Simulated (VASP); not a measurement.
Input of a VASP 6.6.1 run:

INCAR

```
SYSTEM = Hf
  PREC = Accurate
  ENCUT = 520
  EDIFF = 1E-7
  ISMEAR = -1
  SIGMA = 0.05
  LREAL = .False.
  LASPH = .True.
  NELM = 80
  ALGO = Normal
  ISIF = 2
  LWAVE = .False.
  LCHARG = .True.
  GGA = RE
  IVDW = 13
  LELF = .True.
  LVHAR = .True.
  NBANDS = 11
```

File KPOINTS:

```
regular mesh
0
Gamma
  10 10 10
  0 0 0
```

File POSCAR:

```
Hf
1.0
    0.0000000000      2.2426333440      2.2426333440
    2.2426333440      0.0000000000      2.2426333440
    2.2426333440      2.2426333440      0.0000000000
Hf
1
Direct
    0.0000000000      0.0000000000      0.0000000000
```

Potentials or basis: VASP PAW PBE potentials, release 64 (Hf_pv).

The run is started by

```sh
$ cat potpaw_PBE.64/Hf_pv/POTCAR > POTCAR
$ mpirun -np 1 vasp_std > vasp.out
```

Question: What does it give for the dispersion energy per atom?

Answer: -0.265 eV.

Question: Predict the band gap on the k mesh.

Answer: Zero (band 5 reaches 6.18 eV, above the bottom of band 6 at 4.37 eV).

Question: What does it give for the pressure?

Answer: -0.5 GPa.

Caveat: the PAW data sets were made with another functional, which shifts forces and pressure a little; spin-orbit coupling is left out, which moves the levels of the heavy elements; pairwise dispersion overbinds metals, which lowers pressure and volume.
